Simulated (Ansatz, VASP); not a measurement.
One calculation of LiH, two programs

```
Li H
1.0
     0.00000    2.01474    2.01474
     2.01474    0.00000    2.01474
     2.01474    2.01474    0.00000
Li H
1 1
Direct
  0.00000 0.00000 0.00000
  0.50000 0.50000 0.50000
```

Alike in both runs: functional r2SCAN; k mesh 12 × 12 × 12; occupations fermi-dirac, width 0.02 eV; no spin polarisation.

Ansatz relaxed the structure, and its values are those at the end. VASP's run is a single point on that final structure, the one shown.

|  | VASP | Ansatz |
| --- | --- | --- |
| version | VASP 6.6.1 | Ansatz 0.2.0 |
| potentials or method | VASP PAW PBE potentials, release 64 (Li_sv, H), cutoff 520 eV | PAW plane waves |
| valence electrons in the cell | 4 | 4 |

|  | VASP | Ansatz | Ansatz less VASP |
| --- | --- | --- | --- |
| gap on the k mesh at the Fermi level (eV) | 3.59 | 3.64 | +0.051 |

VASP's potentials were made for PBE, not for r2SCAN. Ansatz's warnings: stress scf threshold loose.

Noted on VASP's run: the cutoff is short for stress, so the pressure is rough.
